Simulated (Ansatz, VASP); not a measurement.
## Al2Cu in VASP and in Ansatz

INCAR

```
PREC = Accurate ; ENCUT = 520
EDIFF = 1E-7 ; ISMEAR = 0
SIGMA = 0.15 ; LREAL = F
LASPH = T ; NELM = 60
ALGO = Fast ; ISIF = 2
LWAVE = F ; LCHARG = T
GGA = PE ; LELF = T
LVHAR = T ; NBANDS = 26
```

The input KPOINTS:

```
regular mesh
0
Gamma
  12 12 12
```

The input POSCAR:

```
Al2Cu
1.0
   -2.9807960485      2.9807960485      2.4416174502
    2.9807960485     -2.9807960485      2.4416174502
    2.9807960485      2.9807960485     -2.4416174502
Al Cu
4 2
Direct
    0.1587211842      0.6587211842      0.8174423684
    0.6587211842      0.8412788158      0.5000000000
    0.8412788158      0.3412788158      0.1825576316
    0.3412788158      0.1587211842      0.5000000000
    0.7500000000      0.7500000000      0.0000000000
    0.2500000000      0.2500000000      0.0000000000
```

Input for Ansatz:

```yaml
crystal:
  lattice:
    - [-2.9807960485, 2.9807960485, 2.4416174502]
    - [2.9807960485, -2.9807960485, 2.4416174502]
    - [2.9807960485, 2.9807960485, -2.4416174502]
  atoms:
    - { symbol: Al, position: [0.1587211842, 0.6587211842, 0.8174423684] }
    - { symbol: Al, position: [0.6587211842, 0.8412788158, 0.5] }
    - { symbol: Al, position: [0.8412788158, 0.3412788158, 0.1825576316] }
    - { symbol: Al, position: [0.3412788158, 0.1587211842, 0.5] }
    - { symbol: Cu, position: [0.75, 0.75, 0.0] }
    - { symbol: Cu, position: [0.25, 0.25, 0.0] }
basis:
  ecutwfc: 420
kpoints:
  mp_grid: { grid: [12, 12, 12] }
hamiltonian:
  xc: pbe
scf:
  occupations: { method: gaussian, width: 0.15 }
output:
  forces: true
  stress: true
  eigenvalues: true
  write_density: true
  write_potential: true
  elf: true
  volumetric_format: npy
```

Change from the starting cell: strain -0.015 along x and y, +0.000 along z, atoms carried along.

Alike in both runs: task single point; functional PBE; k mesh 12 × 12 × 12; occupations gaussian, width 0.15 eV; no spin polarisation.

```csv
,VASP,Ansatz
version,VASP 6.6.1,Ansatz 0.2.0
potentials or method,"VASP PAW PBE potentials, release 64 (Al, Cu), cutoff 520 eV","scalar-relativistic, plane waves, PAW"
valence electrons in the cell,34,50
```

|  | VASP | Ansatz | Ansatz less VASP |
| --- | --- | --- | --- |
| gap on the k mesh at the Fermi level (eV) | none | none | - |
| pressure (GPa) | 4.0 | 3.4 | -0.64 |
| traceless stress, the component that is largest in VASP (GPa) | -1.51 | -1.53 | -0.016 |
| rms of the force components (eV/Å) | 0.003 | 0.004 | +0.0016 |

Atom by atom the forces differ by 0.002 eV/Å (rms over components). A gap of «none» marks a metal or a gap that the smearing closes. The functional is the same, so the differences come from potentials, cutoffs and numerics. VASP's potentials hold 34 valence electrons a cell and Ansatz's 50, so a difference there can come from the potentials and not from the codes.
